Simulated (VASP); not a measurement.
# Sr (P4/nmm) in VASP: single point with PBEsol

Aim: the single point of Sr with PBEsol.

Everything below comes from runs of VASP 6.6.1. Logs are shortened: lines on timing, memory, paths and dates and some standing lists are left out, and cuts for length are marked.

### 1 The cell of the first run

It takes space group P4/nmm (No. 129, tetragonal). The conventional cell has a = 4.371 Å, b = 4.371 Å, c = 8.450 Å, α = 90.00°, β = 90.00°, γ = 90.00°. Within 5.7 Å of Sr (site symmetry 4mm) lie 8 Sr at 4.37 to 4.58 Å.

### 2 Single point, PBEsol

INCAR

```
SYSTEM = Sr
PREC = Accurate
ENCUT = 520
EDIFF = 1E-6
ISMEAR = 1
SIGMA = 0.1
LREAL = .FALSE.
LASPH = .TRUE.
NELM = 100
ALGO = Normal
ISIF = 2
LWAVE = .FALSE.
LCHARG = .FALSE.
GGA = PS
NBANDS = 17
```

KPOINTS

```
regular mesh
0
G
  4 4 4
  0 0 0
```

POSCAR

```
Sr
1.0
    4.3710000000      0.0000000000      0.0000000000
    0.0000000000      4.3710000000      0.0000000000
    0.0000000000      0.0000000000      8.4500000000
Sr
2
Direct
    0.0000000000      0.5000000000      0.2000000000
    0.5000000000      0.0000000000      0.8000000000
```

Potentials or basis: VASP PAW PBE potentials, release 64 (Sr_sv).

Command:

```
> cat potpaw_PBE.64/Sr_sv/POTCAR > POTCAR
> mpirun -np 1 vasp_std > vasp.out
```

OUTCAR:

```text
SYSTEM = Sr
   PREC = Accurate
   ENCUT = 520
   EDIFF = 1E-6
   ISMEAR = 1
   LREAL = .FALSE.
   LASPH = .TRUE.
   NELM = 100
   ISIF = 2
   GGA = PS

 ion  position               nearest neighbor table
   1  0.000  0.500  0.200-   2 4.58   2 4.58   2 4.58   2 4.58
   2  0.500  0.000  0.800-   1 4.58   1 4.58   1 4.58   1 4.58

  LATTYP: Found a simple tetragonal cell.
 ALAT       =     4.3710000000
 C/A-ratio  =     1.9331960650

  Lattice vectors:

 A1 = (   4.3710000000,   0.0000000000,   0.0000000000)
 A2 = (   0.0000000000,   4.3710000000,   0.0000000000)
 A3 = (   0.0000000000,   0.0000000000,   8.4500000000)

Analysis of symmetry for initial positions (statically):
=====================================================================
 Subroutine PRICEL returns:
 Original cell was already a primitive cell.

 Routine SETGRP: Setting up the symmetry group for a
 simple tetragonal supercell.

 Subroutine GETGRP returns: Found 16 space group operations
 (whereof  8 operations were pure point group operations)
 out of a pool of 16 trial point group operations.

The static configuration has the point symmetry D_2d.
 The point group associated with its full space group is D_4h.

Analysis of symmetry for dynamics (positions and initial velocities):
=====================================================================
 Subroutine PRICEL returns:
 Original cell was already a primitive cell.

 Routine SETGRP: Setting up the symmetry group for a
 simple tetragonal supercell.

 Subroutine GETGRP returns: Found 16 space group operations
 (whereof  8 operations were pure point group operations)
 out of a pool of 16 trial point group operations.

The dynamic configuration has the point symmetry D_2d.
 The point group associated with its full space group is D_4h.

 Subroutine INISYM returns: Found 16 space group operations
 (whereof  8 operations are pure point group operations),
 and found     1 'primitive' translations

----------------------------------------------------------------------------------------

                                     Primitive cell

  volume of cell :     161.4427

  direct lattice vectors                    reciprocal lattice vectors
     4.371000000  0.000000000  0.000000000     0.228780599  0.000000000  0.000000000
     0.000000000  4.371000000  0.000000000     0.000000000  0.228780599  0.000000000
     0.000000000  0.000000000  8.450000000     0.000000000  0.000000000  0.118343195

  length of vectors
     4.371000000  4.371000000  8.450000000     0.228780599  0.228780599  0.118343195

  position of ions in fractional coordinates (direct lattice)
     0.000000000  0.500000000  0.200000000
     0.500000000  0.000000000  0.800000000

  ion indices of the primitive-cell ions
   primitive index   ion index
                 1           1
                 2           2

----------------------------------------------------------------------------------------

 KPOINTS: regular mesh

Automatic generation of k-mesh.
 Grid dimensions read from file:
 generate k-points for:    4    4    4

 Generating k-lattice:

  Cartesian coordinates                     Fractional coordinates (reciprocal lattice)
     0.057195150  0.000000000  0.000000000     0.250000000  0.000000000  0.000000000
     0.000000000  0.057195150  0.000000000     0.000000000  0.250000000  0.000000000
     0.000000000  0.000000000  0.029585799     0.000000000  0.000000000  0.250000000

  Length of vectors
     0.057195150  0.057195150  0.029585799

  Shift w.r.t. Gamma in fractional coordinates (k-lattice)
     0.000000000  0.000000000  0.000000000

 Subroutine IBZKPT returns following result:
 ===========================================

 Found     18 irreducible k-points:

 Following reciprocal coordinates:
            Coordinates               Weight
  0.000000  0.000000  0.000000      1.000000
  0.250000  0.000000  0.000000      4.000000
  0.500000  0.000000  0.000000      2.000000
  0.250000  0.250000  0.000000      4.000000
  0.500000  0.250000  0.000000      4.000000
  0.500000  0.500000  0.000000      1.000000
[... 10 lines left out ...]
  0.500000  0.250000  0.500000      4.000000
  0.500000  0.500000  0.500000      1.000000
   k-points           NKPTS =     18   k-points in BZ     NKDIM =     18   number of bands    NBANDS=     17
   number of dos      NEDOS =    301   number of ions     NIONS =      2
   total plane-waves  NPLWV =  82944
   dimension x,y,z NGX =    36 NGY =   36 NGZ =   64
   dimension x,y,z NGXF=    72 NGYF=   72 NGZF=  128
   ions per type =               2
   NGX,Y,Z   is equivalent  to a cutoff of  13.69, 13.69, 12.59 a.u.
   NGXF,Y,Z  is equivalent  to a cutoff of  27.38, 27.38, 25.18 a.u.
 SYSTEM =  Sr
   PREC   = accura    normal or accurate (medium, high low for compatibility)
   ISTART =      0    job   : 0-new  1-cont  2-samecut
   ICHARG =      2    charge: 1-file 2-atom 10-const
   ISPIN  =      1    spin polarized calculation?
   LNONCOLLINEAR =      F non collinear calculations
   LSORBIT =      F    spin-orbit coupling
   LASPH  =      T    aspherical Exc in radial PAW
   ENCUT  =  520.0 eV  38.22 Ry    6.18 a.u.   8.13  8.13 15.71*2*pi/ulx,y,z
   NELM   =    100;   NELMIN=  2; NELMDL= -5     # of ELM steps
   EDIFF  = 0.1E-05   stopping-criterion for ELM
   LREAL  =      F    real-space projection
   EDIFFG = 0.1E-04   stopping-criterion for IOM
   NSW    =      0    number of steps for IOM
   IBRION =     -1    ionic relax: 0-MD 1-quasi-New 2-CG
   NFREE  =      0    steps in history (QN), initial steepest desc. (CG)
   ISIF   =      2    stress and relaxation
   ISYM   =      2    0-nonsym 1-usesym 2-fastsym
   POTIM  = 0.5000    time-step for ionic-motion
   TEBEG  =    0.0;   TEEND  =   0.0 temperature during run
   PSTRESS=    0.0 pullay stress
   NELECT =      20.0000    total number of electrons
   NUPDOWN=      -1.0000    fix difference up-down
   EMIN   =  10.00;   EMAX   =-10.00  energy-range for DOS
   EFERMI =   0.00;   METHOD = LEGACY
   ISMEAR =     1;   SIGMA  =   0.10  broadening in eV -4-tet -1-fermi 0-gaus
   EFERMI_NEDOS =   21; number of points for ismear=-14 and -15
   IALGO  =     38    algorithm
   IMIX   =      4    mixing-type and parameters
     AMIX     =   0.40;   BMIX     =  1.00
     AMIX_MAG =   1.60;   BMIX_MAG =  1.00
  volume/ion in A,a.u.               =      80.72       544.73
  Fermi-wavevector in a.u.,A,eV,Ry     =   0.816104  1.542213  9.061825  0.666025
  Thomas-Fermi vector in A             =   1.926312
   LORBIT       =      0    0 simple, 1 ext, 2 COOP (PROOUT), +10 PAW based schemes
   GGA     = PS    functional components
   LHFCALC =     F    Hartree Fock is set to
   AEXX    =    0.0000 exact exchange contribution
   IVDW    =     0    specifies the selected vdW correction
   LEPSILON=     F    determine dielectric tensor
   LRPA    =     F    only Hartree local field effects (RPA)
 non-spin polarized calculation
 Methfessel and Paxton  Order N= 1 SIGMA  =   0.10
  energy-cutoff  :      520.00
  volume of cell :      161.44
 maximum number of plane-waves:      4384
 NGX is ok and might be reduce to    36
   NGX = 17   NGY = 17   NGZ = 31

 number of electron      20.0000000 magnetization

 Free energy of the ion-electron system (eV)
  ---------------------------------------------------
  ext. energy  EPLUGINS =         0.00000000
  ---------------------------------------------------
  free energy    TOTEN  =        -2.97694854 eV

  energy without entropy =       -2.97537156  energy(sigma->0) =       -2.97642288

 E-fermi :   0.3353     XC(G=0):  -6.2632

 val. band max:        0.3345971476   @ k =   0.5000   0.5000   0.2500
 cond. band min:       0.4033089818   @ k =   0.5000   0.0000   0.5000
 fundamental gap:      0.0687118342
 Fermi energy:         0.3353143632

 k-point     1 :       0.0000    0.0000    0.0000
  band No.  band energies     occupation
      1     -36.8146      2.00000
      2     -36.8115      2.00000
      3     -18.8073      2.00000
      4     -18.7598      2.00000
      5     -18.7349      2.00000
      6     -18.7349      2.00000
[... 9 lines left out ...]
     16       2.8603      0.00000
     17       2.9562      0.00000

 k-point     2 :       0.2500    0.0000    0.0000
  band No.  band energies     occupation
      1     -36.8126      2.00000
      2     -36.8103      2.00000
      3     -18.8003      2.00000
      4     -18.7795      2.00000
      5     -18.7577      2.00000
      6     -18.7548      2.00000
[... 9 lines left out ...]
     16       2.8467      0.00000
     17       2.9655      0.00000

 k-point     3 :       0.5000    0.0000    0.0000
  band No.  band energies     occupation
      1     -36.8099      2.00000
      2     -36.8099      2.00000
      3     -18.8120      2.00000
      4     -18.8120      2.00000
      5     -18.7685      2.00000
      6     -18.7685      2.00000
[... 9 lines left out ...]
     16       2.8502      0.00000
     17       3.0329      0.00000

 k-point     4 :       0.2500    0.2500    0.0000
  band No.  band energies     occupation
      1     -36.8107      2.00000
      2     -36.8091      2.00000
      3     -18.7933      2.00000
      4     -18.7745      2.00000
      5     -18.7713      2.00000
      6     -18.7604      2.00000
[... 9 lines left out ...]
     16       2.4603      0.00000
     17       2.8698      0.00000
[... 223 lines left out ...]
      1     -36.8106      2.00000
      2     -36.8091      2.00000
      3     -18.7929      2.00000
      4     -18.7761      2.00000
      5     -18.7710      2.00000
      6     -18.7594      2.00000
[... 9 lines left out ...]
     16       2.5499      0.00000
     17       2.5709      0.00000

 k-point    17 :       0.5000    0.2500    0.5000
  band No.  band energies     occupation
      1     -36.8083      2.00000
      2     -36.8083      2.00000
      3     -18.8062      2.00000
      4     -18.8062      2.00000
      5     -18.7684      2.00000
      6     -18.7684      2.00000
[... 9 lines left out ...]
     16       2.1747     -0.00000
     17       3.0304      0.00000

 k-point    18 :       0.5000    0.5000    0.5000
  band No.  band energies     occupation
      1     -36.8067      2.00000
      2     -36.8067      2.00000
      3     -18.8070      2.00000
      4     -18.8070      2.00000
      5     -18.7852      2.00000
      6     -18.7852      2.00000
[... 9 lines left out ...]
     16       2.1798     -0.00000
     17       2.9132      0.00000

------------------------ aborting loop because EDIFF is reached ----------------------------------------

  FORCE on cell =-STRESS in cart. coord.  units (eV):
  Direction    XX          YY          ZZ          XY          YZ          ZX
  --------------------------------------------------------------------------------------
  -------------------------------------------------------------------------------------
  Total       -1.4758861     -1.4758861     -2.5646037      0.0000000      0.0000000     -0.0000000
  in kB      -14.6468791    -14.6468791    -25.4514497      0.0000000      0.0000000     -0.0000000
  external PRESSURE =     -18.2484026 kB  Pullay stress =       0.0000000 kB

 VOLUME and BASIS-vectors are now :
 -----------------------------------------------------------------------------
  energy-cutoff  :      520.00
  volume of cell :      161.44
      direct lattice vectors                 reciprocal lattice vectors
     4.371000000  0.000000000  0.000000000     0.228780599  0.000000000  0.000000000
     0.000000000  4.371000000  0.000000000     0.000000000  0.228780599  0.000000000
     0.000000000  0.000000000  8.450000000     0.000000000  0.000000000  0.118343195

 POSITION                                       TOTAL-FORCE (eV/Angst)
 -----------------------------------------------------------------------------------
      0.00000      2.18550      1.69000        -0.000000      0.000000     -0.182732
      2.18550      0.00000      6.76000         0.000000      0.000000      0.182732
 -----------------------------------------------------------------------------------
    total drift:                                0.000000      0.000000      0.000000

  FREE ENERGIE OF THE ION-ELECTRON SYSTEM (eV)
  ---------------------------------------------------
  free  energy   TOTEN  =        -2.9769485371 eV

  energy  without entropy=       -2.9753715647  energy(sigma->0) =       -2.97642288
```

Run time: 36 s. Hardware: 1 thread of Intel Xeon Platinum 8375C at 2.90GHz (Ice Lake), shared host; peak memory 0.26 GiB.

What came out:

| Item | Value |
| --- | --- |
| Free energy | -2.9769 eV |
| Pressure | -1.8 GPa |
| Largest force | 0.183 eV/Å |
| Band gap on the k mesh | zero (band 10 reaches 0.42 eV, above the bottom of band 11 at 0.09 eV) |

Forces in eV/Å, atoms in the order of the input:
```
Sr   0.000  0.000 -0.183
Sr   0.000  0.000  0.183
```

Stress tensor (GPa, compression positive):
```
-1.46  0.00  0.00
 0.00 -1.46  0.00
 0.00  0.00 -2.55
```

Caveat: the PAW data sets were made with another functional, which shifts forces and pressure a little.
